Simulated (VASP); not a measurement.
Set up this calculation in VASP 6.6.1, as the native input.

| Item | Value |
| --- | --- |
| Task | single point |
| Functional | PBE |
| Dispersion | D3(BJ) |
| Potentials or basis | VASP PAW PBE potentials, release 64 (Se, In_d) |
| Cutoff | 520 eV |
| k mesh | 9 × 9 × 1 |
| Occupations | gaussian, width 0.02 eV |
| Spin | no spin polarisation |
| Dipole correction | yes |
| Further INCAR settings | ALGO = Normal; EDIFF = 1e-06; NBANDS = 27 |

The structure of InSe lies in POSCAR:

```
InSe
1.0
    4.0270000000      0.0000000000      0.0000000000
   -2.0135000000      3.4874843010      0.0000000000
    0.0000000000      0.0000000000     36.7199571806
Se In
2 2
Direct
    0.0000000000      0.0000000000      0.4250677313
    0.0000000000      0.0000000000      0.5749045073
    0.6666666667      0.3333333333      0.4611107345
    0.6666666667      0.3333333333      0.5388615635
```

One way to write it, as run:

INCAR

```
ALGO = Normal ; DIPOL = 0.5 0.5 0.500
EDIFF = 1E-6 ; ENCUT = 520
GGA = PE ; IDIPOL = 3
ISIF = 2 ; ISMEAR = 0
IVDW = 12 ; LASPH = T
LCHARG = F ; LDIPOL = T
LREAL = F ; LWAVE = F
NBANDS = 27 ; NELM = 100
PREC = Accurate ; SIGMA = 0.02
```

KPOINTS

```
k-points
0
Gamma
  9 9 1
```

Potentials or basis: VASP PAW PBE potentials, release 64 (Se, In_d).

Run with:

```bash
$ cat potpaw_PBE.64/Se/POTCAR potpaw_PBE.64/In_d/POTCAR > POTCAR
$ mpirun -np 1 vasp_std > vasp.out
```

It gave:

* Largest force: 0.176 eV/Å
* Band gap on the k mesh: 1.64 eV (least direct gap 1.72 eV)
* Dispersion energy per atom: -0.218 eV

Caveat: spin-orbit coupling is left out, which moves the levels of the heavy elements.

Wall time 5.1 min on 1 thread of Intel(R) Xeon(R) Platinum 8375C CPU @ 2.90GHz (Ice Lake) (shared host), peak memory 0.63 GiB.
